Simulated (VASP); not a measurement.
# C: relaxation of shape and atoms at fixed volume with PBE+D3(BJ)

The system is C.

```
C
1.0
     2.42856    0.00000    0.00000
    -1.21428    2.10319    0.00000
     0.00000    0.00000   18.67992
C
12
Direct
  0.66667 0.33333 0.95199
  0.66667 0.33333 0.45205
  0.66667 0.33333 0.77929
  0.66667 0.33333 0.27934
  0.00000 0.00000 0.61567
  0.33333 0.66667 0.27929
  0.00000 0.00000 0.11567
  0.66667 0.33333 0.61567
  0.33333 0.66667 0.77934
  0.33333 0.66667 0.11567
  0.33333 0.66667 0.45199
  0.33333 0.66667 0.95205
```

```
Program                : VASP 6.6.1
Task                   : relaxation of shape and atoms at fixed volume
Functional             : PBE
Dispersion             : D3(BJ)
Potentials or basis    : VASP PAW PBE potentials, release 64 (C)
Cutoff                 : 600 eV
k mesh                 : 18 × 18 × 2
Occupations            : gaussian, width 0.1 eV
Spin                   : no spin polarisation
Dipole correction      : no
Further INCAR settings : ALGO = Normal; EDIFF = 1e-06; IBRION = 2; EDIFFG = -0.01; NSW = 50; ISIF = 4
```

The energy gained by relaxing is 8.0 meV/atom and the ionic steps are 3. The pressure after relaxing is 7.5 GPa. The largest force after relaxing is 0.008 eV/Å and the band gap on the k mesh is zero (filled and empty bands touch). The dispersion energy per atom is -0.174 eV.

Forces in eV/Å, atoms in the order of the input:
```
C    0.000  0.000 -0.003
C    0.000  0.000  0.008
C    0.000  0.000 -0.008
C    0.000  0.000  0.003
C    0.000  0.000  0.000
C    0.000  0.000 -0.008
C    0.000  0.000  0.000
C    0.000  0.000  0.000
C    0.000  0.000  0.003
C    0.000  0.000  0.000
C    0.000  0.000 -0.003
C    0.000  0.000  0.008
```

The path:
| step | energy change (eV) | largest force (eV/Å) | pressure (GPa) | volume (Å³) |
| --- | --- | --- | --- | --- |
| 1 | 0.0000 | 0.0032 | 16.85 | 95.41 |
| 2 | -0.0792 | 0.0127 | 3.73 | 95.41 |
| 3 | -0.0963 | 0.0081 | 7.50 | 95.41 |

Final structure:
```
C
1.0
     2.45193    0.00000    0.00000
    -1.22596    2.12343    0.00000
     0.00000    0.00000   18.32552
C
12
Direct
  0.66667 0.33333 0.95199
  0.66667 0.33333 0.45204
  0.66667 0.33333 0.77929
  0.66667 0.33333 0.27935
  0.00000 0.00000 0.61567
  0.33333 0.66667 0.27929
  0.00000 0.00000 0.11567
  0.66667 0.33333 0.61567
  0.33333 0.66667 0.77935
  0.33333 0.66667 0.11567
  0.33333 0.66667 0.45199
  0.33333 0.66667 0.95204
```

Levels at points of the mesh, in eV from the Fermi level:
```csv
k point,band 21,band 22,band 23,band 24,band 25,band 26,band 27,band 28
"(0.00, 0.00, 0.00)",-2.93,-2.93,-2.92,-2.92,5.22,6.71,7.20,8.43
"(0.50, 0.00, 0.00)",-2.74,-2.21,-1.86,-1.73,1.13,1.23,1.71,2.11
"(0.00, 0.00, 0.50)",-2.92,-2.92,-2.92,-2.92,5.68,5.68,8.44,8.44
"(0.50, 0.00, 0.50)",-2.43,-2.43,-1.78,-1.78,1.17,1.17,1.85,1.85
```

It took 5.7 min on 1 thread of Intel(R) Xeon(R) 6975P-C (Granite Rapids), with other jobs on the host, peak memory 0.34 GiB.
